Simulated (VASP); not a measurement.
Input of a VASP 6.6.1 run:

POSCAR

```
Cu3N
1.0
    3.8288425827      0.0000000000      0.0000000000
    0.0000000000      3.8288425827      0.0000000000
    0.0000000000      0.0000000000      3.8288425827
Cu N
3 1
Direct
    0.5000000000      0.0000000000      0.0000000000
    0.0000000000      0.5000000000      0.0000000000
    0.0000000000      0.0000000000      0.5000000000
    0.0000000000      0.0000000000      0.0000000000
```

The input INCAR.step1:

```
PREC = Accurate
ENCUT = 660
ISMEAR = -1
SIGMA = 0.02
LREAL = False
LASPH = True
NELM = 120
GGA = PE
ALGO = Normal
EDIFF = 1E-5
LWAVE = True
LCHARG = False
GGA_COMPAT = False
IBRION = 2
ISIF = 3
EDIFFG = -0.005
NELMIN = 4
NSW = 100
```

INCAR.step2

```
PREC = Accurate
ENCUT = 660
EDIFF = 1E-7
ISMEAR = -1
SIGMA = 0.02
LREAL = False
LASPH = True
NELM = 120
ALGO = Normal
ISIF = 3
LWAVE = False
LCHARG = False
METAGGA = R2SCAN
LMIXTAU = True
IBRION = 2
NSW = 80
EDIFFG = -0.005
ISTART = 1
GGA_COMPAT = False
NELMIN = 4
```

The input KPOINTS:

```
regular mesh
0
Gamma
  6 6 6
```

Potentials or basis: VASP PAW PBE potentials, release 64 (Cu, N).

The run is started by

```bash
$ cat potpaw_PBE.64/Cu/POTCAR potpaw_PBE.64/N/POTCAR > POTCAR
$ cp INCAR.step1 INCAR
$ mpirun -np 1 vasp_std > vasp.out
$ cp INCAR.step2 INCAR
$ mpirun -np 1 vasp_std > vasp.out
```

Q: What does it give for the relaxed volume?

A: 13.67 Å³/atom.

Q: Estimate the band gap on the k mesh.

A: 0.27 eV, indirect (least direct gap 0.87 eV).

Q: Predict the relaxed cell.

A: a = 3.796 Å, b = 3.796 Å, c = 3.796 Å, α = 90.00°, β = 90.00°, γ = 90.00°.

Q: Predict the space group after relaxing (to 0.05 Å).

A: Pm-3m (No. 221).

Step by step:
```tsv
step	energy change (eV)	largest force (eV/Å)	pressure (GPa)	volume (Å³)
1	0.0000	0.0000	-3.18	56.13
2	-0.0099	0.0000	1.91	53.90
3	-0.0146	0.0000	-0.03	54.69
```

Caveat: the PAW data sets were made with another functional, which shifts forces and pressure a little. A k mesh can miss the band edges.
